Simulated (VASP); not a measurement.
# Ti (P2/m) in VASP: a series of runs

The runs below take Ti through single point, with PBEsol.

Program: VASP 6.6.1. These are calculated values, not measurements. Logs are shortened: lines on timing, memory, paths and dates and some standing lists are left out, and cuts for length are marked.

**1. The cell of the first run**

The structure is monoclinic, space group P2/m (No. 10). Conventional cell: a = 4.321 Å, b = 2.799 Å, c = 4.521 Å, α = 90.00°, β = 115.64°, γ = 90.00°. Within 3.7 Å of Ti (site symmetry 2/m) lie 14 Ti at 2.80 to 3.06 Å. Ti (site symmetry m) has 11 Ti at 2.49 to 3.06 Å within 3.3 Å.

**2. Single point, PBEsol (strain -0.1000 x Voigt [0, 0, 0, 0, 0, 1])**

Input file INCAR:

```
SYSTEM = Ti
PREC = Accurate ; ENCUT = 500
EDIFF = 1E-6 ; ISMEAR = 0
SIGMA = 0.15 ; LREAL = .FALSE.
LASPH = .TRUE. ; NELM = 120
ALGO = Normal ; ISIF = 2
LWAVE = .FALSE. ; LCHARG = .FALSE.
GGA = PS ; NBANDS = 25
GGA_COMPAT = .FALSE.
```

Input file KPOINTS:

```
regular mesh
0
G
  12 12 18
  0 0 0
```

Input file POSCAR:

```
Ti
1.0
    4.5152900513     -0.2257645026      0.0000000000
   -2.4531628201      4.0232381411      0.0000000000
    0.0000000000      0.0000000000      2.7987936488
Ti
3
Direct
    0.0000000000      0.0000000000      0.0000000000
    0.3333333333      0.6666666667      0.5000000000
    0.6666666667      0.3333333333      0.5000000000
```

Potentials or basis: VASP PAW PBE potentials, release 64 (Ti_sv).

Launch:

```sh
$ cat potpaw_PBE.64/Ti_sv/POTCAR > POTCAR
$ mpirun -np 1 vasp_std > vasp.out
```

OUTCAR:

```text
SYSTEM = Ti
   PREC = Accurate
   ENCUT = 500
   EDIFF = 1E-6
   ISMEAR = 0
   LREAL = .FALSE.
   LASPH = .TRUE.
   NELM = 120
   ISIF = 2
   GGA = PS

 ion  position               nearest neighbor table
   1  0.000  0.000  0.000-   3 2.86   3 2.86   2 2.86   2 2.86
   2  0.333  0.667  0.500-   3 2.49   3 2.61   3 2.72   1 2.86   1 2.86
   3  0.667  0.333  0.500-   2 2.49   2 2.61   2 2.72   1 2.86   1 2.86

  LATTYP: Found a simple monoclinic cell.
 ALAT       =     4.3212468979
 B/A-ratio  =     0.6476819573
 C/A-ratio  =     1.0462097509
 COS(beta)  =    -0.4327263995

  Lattice vectors:

 A1 = (   2.0621272312,   3.7974736385,   0.0000000000)
 A2 = (   0.0000000000,   0.0000000000,  -2.7987936488)
 A3 = (  -4.5152900513,   0.2257645026,   0.0000000000)

Analysis of symmetry for initial positions (statically):
=====================================================================
 Subroutine PRICEL returns:
 Original cell was already a primitive cell.

 Routine SETGRP: Setting up the symmetry group for a
 simple monoclinic supercell.

 Subroutine GETGRP returns: Found  4 space group operations
 (whereof  4 operations were pure point group operations)
 out of a pool of  4 trial point group operations.

The static configuration has the point symmetry C_2h.

Analysis of symmetry for dynamics (positions and initial velocities):
=====================================================================
 Subroutine PRICEL returns:
 Original cell was already a primitive cell.

 Routine SETGRP: Setting up the symmetry group for a
 simple monoclinic supercell.

 Subroutine GETGRP returns: Found  4 space group operations
 (whereof  4 operations were pure point group operations)
 out of a pool of  4 trial point group operations.

The dynamic configuration has the point symmetry C_2h.

 Subroutine INISYM returns: Found  4 space group operations
 (whereof  4 operations are pure point group operations),
 and found     1 'primitive' translations

----------------------------------------------------------------------------------------

                                     Primitive cell

  volume of cell :      49.2931

  direct lattice vectors                    reciprocal lattice vectors
     4.515290051 -0.225764503  0.000000000     0.228434080  0.139287303  0.000000000
    -2.453162820  4.023238141  0.000000000     0.012818606  0.256372129  0.000000000
     0.000000000  0.000000000  2.798793649     0.000000000  0.000000000  0.357296795

  length of vectors
     4.520930641  4.712160116  2.798793649     0.267550148  0.256692394  0.357296795

[... 78 lines left out ...]
   LSORBIT =      F    spin-orbit coupling
   LASPH  =      T    aspherical Exc in radial PAW
   ENCUT  =  500.0 eV  36.75 Ry    6.06 a.u.   8.24  8.59  5.10*2*pi/ulx,y,z
   NELM   =    120;   NELMIN=  2; NELMDL= -5     # of ELM steps
   EDIFF  = 0.1E-05   stopping-criterion for ELM
   LREAL  =      F    real-space projection
   EDIFFG = 0.1E-04   stopping-criterion for IOM
   NSW    =      0    number of steps for IOM
   IBRION =     -1    ionic relax: 0-MD 1-quasi-New 2-CG
   NFREE  =      0    steps in history (QN), initial steepest desc. (CG)
   ISIF   =      2    stress and relaxation
   ISYM   =      2    0-nonsym 1-usesym 2-fastsym
   POTIM  = 0.5000    time-step for ionic-motion
   TEBEG  =    0.0;   TEEND  =   0.0 temperature during run
   PSTRESS=    0.0 pullay stress
   NELECT =      36.0000    total number of electrons
   NUPDOWN=      -1.0000    fix difference up-down
   EMIN   =  10.00;   EMAX   =-10.00  energy-range for DOS
   EFERMI =   0.00;   METHOD = LEGACY
   ISMEAR =     0;   SIGMA  =   0.15  broadening in eV -4-tet -1-fermi 0-gaus
   EFERMI_NEDOS =   21; number of points for ismear=-14 and -15
   IALGO  =     38    algorithm
   IMIX   =      4    mixing-type and parameters
     AMIX     =   0.40;   BMIX     =  1.00
     AMIX_MAG =   1.60;   BMIX_MAG =  1.00
  volume/ion in A,a.u.               =      16.43       110.88
  Fermi-wavevector in a.u.,A,eV,Ry     =   1.474282  2.785988 29.572345  2.173506
  Thomas-Fermi vector in A             =   2.589072
   LORBIT       =      0    0 simple, 1 ext, 2 COOP (PROOUT), +10 PAW based schemes
   GGA     = PS    functional components
   LHFCALC =     F    Hartree Fock is set to
   AEXX    =    0.0000 exact exchange contribution
   IVDW    =     0    specifies the selected vdW correction
   LEPSILON=     F    determine dielectric tensor
   LRPA    =     F    only Hartree local field effects (RPA)
 non-spin polarized calculation
 Gauss-broadening in eV      SIGMA  =   0.15
  energy-cutoff  :      500.00
  volume of cell :       49.29
 maximum number of plane-waves:      1280
 NGX is ok and might be reduce to    36
   NGX = 17   NGY = 17   NGZ = 11

 number of electron      35.9999997 magnetization

 Free energy of the ion-electron system (eV)
  ---------------------------------------------------
  ext. energy  EPLUGINS =         0.00000000
  ---------------------------------------------------
  free energy    TOTEN  =       -24.98701598 eV

  energy without entropy =      -24.95352866  energy(sigma->0) =      -24.97027232

 E-fermi :   8.6551     XC(G=0): -11.8985

 val. band max:        8.6531158394   @ k =   0.4167   0.4167   0.1667
 cond. band min:       8.6551084433   @ k =   0.4167   0.1667   0.3889
 fundamental gap:      0.0019926038
 Fermi energy:         8.6550669187

 k-point     1 :       0.0000    0.0000    0.0000
  band No.  band energies     occupation
      1     -47.8578      2.00000
      2     -47.6321      2.00000
      3     -47.4365      2.00000
      4     -24.3362      2.00000
      5     -24.3009      2.00000
      6     -24.2695      2.00000
[... 661 lines left out ...]
     24      10.8603      0.00000
     25      11.0630      0.00000

 [... further k-points ...]
[... 5 lines left out ...]
  --------------------------------------------------------------------------------------
  -------------------------------------------------------------------------------------
  Total        0.0700441      0.0839068     -0.0240732      1.6639440      0.0000000      0.0000000
  in kB        2.2766520      2.7272312     -0.7824535     54.0833480      0.0000000      0.0000000
  external PRESSURE =       1.4071432 kB  Pullay stress =       0.0000000 kB

 VOLUME and BASIS-vectors are now :
 -----------------------------------------------------------------------------
  energy-cutoff  :      500.00
  volume of cell :       49.29
      direct lattice vectors                 reciprocal lattice vectors
     4.515290051 -0.225764503  0.000000000     0.228434080  0.139287303  0.000000000
    -2.453162820  4.023238141  0.000000000     0.012818606  0.256372129  0.000000000
     0.000000000  0.000000000  2.798793649     0.000000000  0.000000000  0.357296795

 POSITION                                       TOTAL-FORCE (eV/Angst)
 -----------------------------------------------------------------------------------
      0.00000      0.00000      0.00000         0.000000     -0.000000      0.000000
     -0.13035      2.60690      1.39940        -0.019709     -0.107987      0.000000
      2.19247      1.19057      1.39940         0.019709      0.107987      0.000000
 -----------------------------------------------------------------------------------
    total drift:                                0.000000      0.000000     -0.000000

  FREE ENERGIE OF THE ION-ELECTRON SYSTEM (eV)
  ---------------------------------------------------
  free  energy   TOTEN  =       -24.9870159775 eV

  energy  without entropy=      -24.9535286639  energy(sigma->0) =      -24.97027232
```

Run time: 5.6 min. Hardware: 1 thread of Intel Xeon 6975P-C (Granite Rapids), shared host; peak memory 0.67 GiB.

What came out:

```yaml
Free_energy: -24.9870 eV
Pressure: 0.1 GPa
Largest_force: 0.110 eV/Å
Band_gap_on_the_k_mesh: zero (bands 18 and 19 overlap by 0.51 eV)
```

Forces on the atoms (eV/Å):
```
Ti   0.000  0.000  0.000
Ti  -0.020 -0.108  0.000
Ti   0.020  0.108  0.000
```

Caveat: the cell differs from its parent crystal (strain -0.1000 x Voigt [0, 0, 0, 0, 0, 1]); the PAW data sets were made with another functional, which shifts forces and pressure a little.

[end of part 1 of 2]
